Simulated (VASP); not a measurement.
# NaFeN (P6_3mc) in VASP: further runs

The runs below take NaFeN through single point, with LDA, PBE.

Everything below comes from runs of VASP 6.6.1. Logs are shortened: lines on timing, memory, paths and dates and some standing lists are left out, and cuts for length are marked.

## 1. The cell of the first run

Symmetry: P6_3mc, No. 186, hexagonal system. Conventional cell: a = 2.974 Å, b = 2.974 Å, c = 9.733 Å, α = 90.00°, β = 90.00°, γ = 120.00°. Na (site symmetry 3m) has 4 N at 2.56 to 2.97 Å and 6 Fe at 2.92 to 3.04 Å and 6 Na at 2.97 Å within 3.4 Å. Fe (site symmetry 3m) has 3 N at 1.78 Å within 2.4 Å. Within 2.4 Å of N (site symmetry 3m) lie 3 Fe at 1.78 Å.

## 2. Single point, LDA

The input, INCAR:

```
PREC = Accurate ; ENCUT = 520
EDIFF = 1E-7 ; ISMEAR = 0
SIGMA = 0.01 ; LREAL = F
LASPH = T ; NELM = 60
ALGO = Normal ; ISIF = 2
LWAVE = F ; LCHARG = F
GGA = CA ; NBANDS = 29
```

The input, KPOINTS:

```
Automatic mesh
0
Gamma
  12 12 4
```

The input, POSCAR:

```
NaFeN
1.0
    2.9738495534      0.0000000000      0.0000000000
   -1.4869247767      2.5754292603      0.0000000000
    0.0000000000      0.0000000000      9.7327210720
Na Fe N
2 2 2
Direct
    0.6666666667      0.3333333333      0.7608134567
    0.3333333333      0.6666666667      0.2608134567
    0.0000000000      0.0000000000      0.5182365476
    0.0000000000      0.0000000000      0.0182365476
    0.3333333333      0.6666666667      0.5655899957
    0.6666666667      0.3333333333      0.0655899957
```

Potentials or basis: VASP PAW LDA potentials, release 64 (Na_pv, Fe, N).

Command:

```sh
cat potpaw_LDA.64/Na_pv/POTCAR potpaw_LDA.64/Fe/POTCAR potpaw_LDA.64/N/POTCAR > POTCAR
mpirun -np 1 vasp_std > vasp.out
```

OUTCAR:

```text
PREC = Accurate
   ENCUT = 520
   EDIFF = 1E-7
   ISMEAR = 0
   LREAL = F
   LASPH = T
   NELM = 60
   ISIF = 2
   GGA = CA

 ion  position               nearest neighbor table
   1  0.667  0.333  0.761-   3 2.92   3 2.92   3 2.92
   2  0.333  0.667  0.261-   4 2.92   4 2.92   4 2.92
   3  0.000  0.000  0.518-   5 1.78   5 1.78   5 1.78   1 2.92   1 2.92   1 2.92
   4  0.000  0.000  0.018-   6 1.78   6 1.78   6 1.78   2 2.92   2 2.92   2 2.92
   5  0.333  0.667  0.566-   3 1.78   3 1.78   3 1.78
   6  0.667  0.333  0.066-   4 1.78   4 1.78   4 1.78

  LATTYP: Found a hexagonal cell.
 ALAT       =     2.9738495534
 C/A-ratio  =     3.2727684764

  Lattice vectors:

 A1 = (   2.9738495534,   0.0000000000,   0.0000000000)
 A2 = (  -1.4869247767,   2.5754292603,   0.0000000000)
 A3 = (   0.0000000000,   0.0000000000,   9.7327210720)

Analysis of symmetry for initial positions (statically):
=====================================================================
 Subroutine PRICEL returns:
 Original cell was already a primitive cell.

 Routine SETGRP: Setting up the symmetry group for a
 hexagonal supercell.

 Subroutine GETGRP returns: Found 12 space group operations
 (whereof  6 operations were pure point group operations)
 out of a pool of 24 trial point group operations.

The static configuration has the point symmetry C_3v.
 The point group associated with its full space group is C_6v.

Analysis of symmetry for dynamics (positions and initial velocities):
=====================================================================
 Subroutine PRICEL returns:
 Original cell was already a primitive cell.

 Routine SETGRP: Setting up the symmetry group for a
 hexagonal supercell.

 Subroutine GETGRP returns: Found 12 space group operations
 (whereof  6 operations were pure point group operations)
 out of a pool of 24 trial point group operations.

The dynamic configuration has the point symmetry C_3v.
 The point group associated with its full space group is C_6v.

 Subroutine INISYM returns: Found 12 space group operations
 (whereof  6 operations are pure point group operations),
 and found     1 'primitive' translations

----------------------------------------------------------------------------------------

                                     Primitive cell

  volume of cell :      74.5423

  direct lattice vectors                    reciprocal lattice vectors
     2.973849553  0.000000000  0.000000000     0.336264489  0.194142393  0.000000000
    -1.486924777  2.575429260  0.000000000     0.000000000  0.388284786  0.000000000
     0.000000000  0.000000000  9.732721072     0.000000000  0.000000000  0.102746189

  length of vectors
     2.973849553  2.973849553  9.732721072     0.388284786  0.388284786  0.102746189

  position of ions in fractional coordinates (direct lattice)
     0.666666667  0.333333333  0.760813457
     0.333333333  0.666666667  0.260813457
     0.000000000  0.000000000  0.518236548
     0.000000000  0.000000000  0.018236548
     0.333333333  0.666666667  0.565589996
     0.666666667  0.333333333  0.065589996

  ion indices of the primitive-cell ions
   primitive index   ion index
                 1           1
                 2           2
                 3           3
                 4           4
                 5           5
                 6           6

----------------------------------------------------------------------------------------

 KPOINTS: Automatic mesh

Automatic generation of k-mesh.
 Grid dimensions read from file:
 generate k-points for:   12   12    4

 Generating k-lattice:

  Cartesian coordinates                     Fractional coordinates (reciprocal lattice)
     0.028022041  0.016178533  0.000000000     0.083333333 -0.000000000  0.000000000
     0.000000000  0.032357066  0.000000000     0.000000000  0.083333333  0.000000000
     0.000000000  0.000000000  0.025686547     0.000000000  0.000000000  0.250000000

  Length of vectors
     0.032357066  0.032357066  0.025686547

  Shift w.r.t. Gamma in fractional coordinates (k-lattice)
     0.000000000  0.000000000  0.000000000

 Subroutine IBZKPT returns following result:
 ===========================================

 Found     57 irreducible k-points:

 Following reciprocal coordinates:
            Coordinates               Weight
  0.000000  0.000000  0.000000      1.000000
  0.083333  0.000000  0.000000      6.000000
  0.166667  0.000000  0.000000      6.000000
  0.250000  0.000000  0.000000      6.000000
  0.333333 -0.000000  0.000000      6.000000
  0.416667  0.000000  0.000000      6.000000
[... 16 lines left out ...]
  0.250000  0.000000  0.250000     12.000000
  0.333333 -0.000000  0.250000     12.000000
 [... further k-points ...]
   k-points           NKPTS =     57   k-points in BZ     NKDIM =     57   number of bands    NBANDS=     29
   number of dos      NEDOS =    301   number of ions     NIONS =      6
   total plane-waves  NPLWV =  41472
   dimension x,y,z NGX =    24 NGY =   24 NGZ =   72
   dimension x,y,z NGXF=    48 NGYF=   48 NGZF=  144
   ions per type =               2   2   2
   NGX,Y,Z   is equivalent  to a cutoff of  13.42, 13.42, 12.30 a.u.
   NGXF,Y,Z  is equivalent  to a cutoff of  26.83, 26.83, 24.60 a.u.
 SYSTEM =  unknown system
   PREC   = accura    normal or accurate (medium, high low for compatibility)
   ISTART =      0    job   : 0-new  1-cont  2-samecut
   ICHARG =      2    charge: 1-file 2-atom 10-const
   ISPIN  =      1    spin polarized calculation?
   LNONCOLLINEAR =      F non collinear calculations
   LSORBIT =      F    spin-orbit coupling
   LASPH  =      T    aspherical Exc in radial PAW
   ENCUT  =  520.0 eV  38.22 Ry    6.18 a.u.   5.53  5.53 18.10*2*pi/ulx,y,z
   NELM   =     60;   NELMIN=  2; NELMDL= -5     # of ELM steps
   EDIFF  = 0.1E-06   stopping-criterion for ELM
   LREAL  =      F    real-space projection
   EDIFFG = 0.1E-05   stopping-criterion for IOM
   NSW    =      0    number of steps for IOM
   IBRION =     -1    ionic relax: 0-MD 1-quasi-New 2-CG
   NFREE  =      0    steps in history (QN), initial steepest desc. (CG)
   ISIF   =      2    stress and relaxation
   ISYM   =      2    0-nonsym 1-usesym 2-fastsym
   POTIM  = 0.5000    time-step for ionic-motion
   TEBEG  =    0.0;   TEEND  =   0.0 temperature during run
   PSTRESS=    0.0 pullay stress
   NELECT =      40.0000    total number of electrons
   NUPDOWN=      -1.0000    fix difference up-down
   EMIN   =  10.00;   EMAX   =-10.00  energy-range for DOS
   EFERMI =   0.00;   METHOD = LEGACY
   ISMEAR =     0;   SIGMA  =   0.01  broadening in eV -4-tet -1-fermi 0-gaus
   EFERMI_NEDOS =   21; number of points for ismear=-14 and -15
   IALGO  =     38    algorithm
   IMIX   =      4    mixing-type and parameters
     AMIX     =   0.40;   BMIX     =  1.00
     AMIX_MAG =   1.60;   BMIX_MAG =  1.00
  volume/ion in A,a.u.               =      12.42        83.84
  Fermi-wavevector in a.u.,A,eV,Ry     =   1.330334  2.513966 24.079417  1.769787
  Thomas-Fermi vector in A             =   2.459428
   LORBIT       =      0    0 simple, 1 ext, 2 COOP (PROOUT), +10 PAW based schemes
   GGA     = CA    functional components
   LHFCALC =     F    Hartree Fock is set to
   AEXX    =    0.0000 exact exchange contribution
   IVDW    =     0    specifies the selected vdW correction
   LEPSILON=     F    determine dielectric tensor
   LRPA    =     F    only Hartree local field effects (RPA)
 non-spin polarized calculation
 Gauss-broadening in eV      SIGMA  =   0.01
  energy-cutoff  :      520.00
  volume of cell :       74.54
 maximum number of plane-waves:      2046
 NGX is ok and might be reduce to    24
   NGX = 11   NGY = 11   NGZ = 37

 number of electron      40.0000006 magnetization

 Free energy of the ion-electron system (eV)
  ---------------------------------------------------
  ext. energy  EPLUGINS =         0.00000000
  ---------------------------------------------------
  free energy    TOTEN  =       -41.05938591 eV

  energy without entropy =      -41.05938591  energy(sigma->0) =      -41.05938591

 E-fermi :   3.9291     XC(G=0): -10.9682

 val. band max:        3.8789346886   @ k =   0.1667   0.1667   0.0000
 cond. band min:       4.1508317086   @ k =   0.3333   0.3333   0.5000
 fundamental gap:      0.2718970200
 Fermi energy:         3.9290866604

 k-point     1 :       0.0000    0.0000    0.0000
  band No.  band energies     occupation
      1     -20.2132      2.00000
      2     -20.2036      2.00000
      3     -20.1533      2.00000
      4     -20.1533      2.00000
      5     -20.1532      2.00000
      6     -20.1532      2.00000
[... 21 lines left out ...]
     28      10.7197      0.00000
     29      11.5519      0.00000

 k-point     2 :       0.0833    0.0000    0.0000
  band No.  band energies     occupation
      1     -20.2093      2.00000
      2     -20.2003      2.00000
      3     -20.1708      2.00000
      4     -20.1708      2.00000
      5     -20.1571      2.00000
      6     -20.1569      2.00000
[... 21 lines left out ...]
     28      10.7497      0.00000
     29      11.8100      0.00000

 k-point     3 :       0.1667    0.0000    0.0000
  band No.  band energies     occupation
      1     -20.2198      2.00000
      2     -20.2197      2.00000
      3     -20.1968      2.00000
      4     -20.1897      2.00000
      5     -20.1672      2.00000
      6     -20.1671      2.00000
[... 21 lines left out ...]
     28      10.7769      0.00000
     29      12.4500      0.00000

 k-point     4 :       0.2500    0.0000    0.0000
  band No.  band energies     occupation
      1     -20.2840      2.00000
      2     -20.2835      2.00000
      3     -20.1823      2.00000
      4     -20.1811      2.00000
      5     -20.1810      2.00000
      6     -20.1769      2.00000
[... 597 lines left out ...]
     28      10.4315      0.00000
     29      12.7949      0.00000

 k-point    23 :       0.2500    0.0000    0.2500
  band No.  band energies     occupation
      1     -20.2840      2.00000
      2     -20.2836      2.00000
      3     -20.1815      2.00000
      4     -20.1811      2.00000
      5     -20.1810      2.00000
      6     -20.1777      2.00000
[... 21 lines left out ...]
     28      10.5338      0.00000
     29      13.1100      0.00000

 k-point    24 :       0.3333   -0.0000    0.2500
  band No.  band energies     occupation
      1     -20.3474      2.00000
      2     -20.3469      2.00000
      3     -20.1949      2.00000
      4     -20.1949      2.00000
      5     -20.1667      2.00000
      6     -20.1644      2.00000
[... 21 lines left out ...]
     28      10.7359      0.00000
     29      11.6929      0.00000

 [... further k-points ...]

------------------------ aborting loop because EDIFF is reached ----------------------------------------

  FORCE on cell =-STRESS in cart. coord.  units (eV):
  Direction    XX          YY          ZZ          XY          YZ          ZX
  --------------------------------------------------------------------------------------
  -------------------------------------------------------------------------------------
  Total       -2.1997998     -2.1997998     -1.5355425     -0.0000000      0.0000000      0.0000000
  in kB      -47.2814571    -47.2814571    -33.0042243     -0.0000000      0.0000000      0.0000000
  external PRESSURE =     -42.5223795 kB  Pullay stress =       0.0000000 kB

 VOLUME and BASIS-vectors are now :
 -----------------------------------------------------------------------------
  energy-cutoff  :      520.00
  volume of cell :       74.54
      direct lattice vectors                 reciprocal lattice vectors
     2.973849553  0.000000000  0.000000000     0.336264489  0.194142393  0.000000000
    -1.486924777  2.575429260  0.000000000     0.000000000  0.388284786  0.000000000
     0.000000000  0.000000000  9.732721072     0.000000000  0.000000000  0.102746189

 POSITION                                       TOTAL-FORCE (eV/Angst)
 -----------------------------------------------------------------------------------
      1.48692      0.85848      7.40479        -0.000000      0.000000     -0.026791
     -0.00000      1.71695      2.53842         0.000000      0.000000     -0.026791
      0.00000      0.00000      5.04385        -0.000000      0.000000      0.233402
      0.00000      0.00000      0.17749         0.000000      0.000000      0.233402
     -0.00000      1.71695      5.50473         0.000000     -0.000000     -0.206611
      1.48692      0.85848      0.63837        -0.000000     -0.000000     -0.206611
 -----------------------------------------------------------------------------------
    total drift:                               -0.000000     -0.000000     -0.000527

  FREE ENERGIE OF THE ION-ELECTRON SYSTEM (eV)
  ---------------------------------------------------
  free  energy   TOTEN  =       -41.0593859110 eV

  energy  without entropy=      -41.0593859110  energy(sigma->0) =      -41.05938591
```

Run time: 3.5 min. Hardware: 1 thread of Oxide Virtual Turin-like, shared host; peak memory 0.2 GiB.

Results:

| Quantity | Value |
| --- | --- |
| Free energy | -41.0594 eV |
| Pressure | -4.3 GPa |
| Largest force | 0.233 eV/Å |
| Band gap on the k mesh | 0.27 eV (least direct gap 0.60 eV) |

Forces on the atoms (eV/Å):
```
Na   0.000  0.000 -0.027
Na   0.000  0.000 -0.027
Fe   0.000  0.000  0.233
Fe   0.000  0.000  0.233
N    0.000  0.000 -0.207
N    0.000  0.000 -0.207
```

Levels at points of the mesh, in eV from the valence-band top:
```csv
k point,band 17,band 18,band 19,band 20,band 21,band 22,band 23,band 24
"(0.00, 0.00, 0.00)",-0.64,-0.64,-0.64,-0.64,1.78,2.48,4.10,4.10
"(0.50, 0.00, 0.00)",-0.94,-0.83,-0.59,-0.59,0.84,0.96,1.45,1.46
"(0.00, 0.00, 0.50)",-0.64,-0.64,-0.64,-0.64,2.04,2.04,4.11,4.11
"(0.50, 0.00, 0.50)",-0.91,-0.91,-0.59,-0.59,0.90,0.90,1.45,1.45
```

Caveat: the cell stands under tension; semilocal functionals underestimate gaps, and a narrow one can read as zero.

## 3. Single point, PBE

This run uses another cell than the first one, of 12.84 Å³/atom.

The input, INCAR:

```
PREC = Accurate ; ENCUT = 520
EDIFF = 1E-7 ; ISMEAR = -1
SIGMA = 0.02 ; LREAL = F
LASPH = T ; NELM = 80
ALGO = Normal ; ISIF = 2
LWAVE = F ; LCHARG = T
GGA = PE ; LELF = T
LVHAR = T ; NBANDS = 29
```

The input, KPOINTS:

```
regular mesh
0
Gamma
  12 12 4
```

The input, POSCAR:

```
NaFeN
1.0
    2.9992785423      0.0000000000      0.0000000000
   -1.4996392712      2.5974514106      0.0000000000
    0.0000000000      0.0000000000      9.8877970774
Na Fe N
2 2 2
Direct
    0.6666666667      0.3333333333      0.7618107899
    0.3333333333      0.6666666667      0.2618107899
    0.0000000000      0.0000000000      0.5182926962
    0.0000000000      0.0000000000      0.0182926962
    0.3333333333      0.6666666667      0.5645365139
    0.6666666667      0.3333333333      0.0645365139
```

Potentials or basis: VASP PAW PBE potentials, release 64 (Na_pv, Fe, N).

Command:

```sh
cat potpaw_PBE.64/Na_pv/POTCAR potpaw_PBE.64/Fe/POTCAR potpaw_PBE.64/N/POTCAR > POTCAR
mpirun -np 1 vasp_std > vasp.out
```

Wall time 3.1 min (1 thread of Oxide Virtual Turin-like, shared host); peak memory 0.24 GiB.

Results (log left out):

| Item | Value |
| --- | --- |
| Free energy | -36.2750 eV |
| Pressure | 1.0 GPa |
| Largest force | 0.125 eV/Å |
| Band gap on the k mesh | 0.31 eV (least direct gap 0.67 eV) |

Forces in eV/Å, atoms in the order of the input:
```
Na   0.000  0.000 -0.003
Na   0.000  0.000 -0.003
Fe   0.000  0.000 -0.122
Fe   0.000  0.000 -0.122
N    0.000  0.000  0.125
N    0.000  0.000  0.125
```

Stress tensor (GPa, compression positive):
```
1.52 0.00 0.00
0.00 1.52 0.00
0.00 0.00 0.11
```

Levels at points of the mesh, in eV from the valence-band top:
| k point | band 16 | band 17 | band 18 | band 19 | band 20 | band 21 | band 22 | band 23 | band 24 | band 25 |
| --- | --- | --- | --- | --- | --- | --- | --- | --- | --- | --- |
| (0.00, 0.00, 0.00) | -1.76 | -0.62 | -0.62 | -0.62 | -0.62 | 1.67 | 2.33 | 4.02 | 4.02 | 4.04 |
| (0.50, 0.00, 0.00) | -1.11 | -0.89 | -0.81 | -0.60 | -0.60 | 0.81 | 0.92 | 1.45 | 1.45 | 2.79 |
| (0.00, 0.00, 0.50) | -2.16 | -0.62 | -0.62 | -0.62 | -0.62 | 1.91 | 1.91 | 4.03 | 4.03 | 4.03 |
| (0.50, 0.00, 0.50) | -1.14 | -0.88 | -0.88 | -0.60 | -0.60 | 0.86 | 0.86 | 1.45 | 1.45 | 3.20 |

Caveat: semilocal functionals underestimate gaps, and a narrow one can read as zero. A k mesh can miss the band edges.
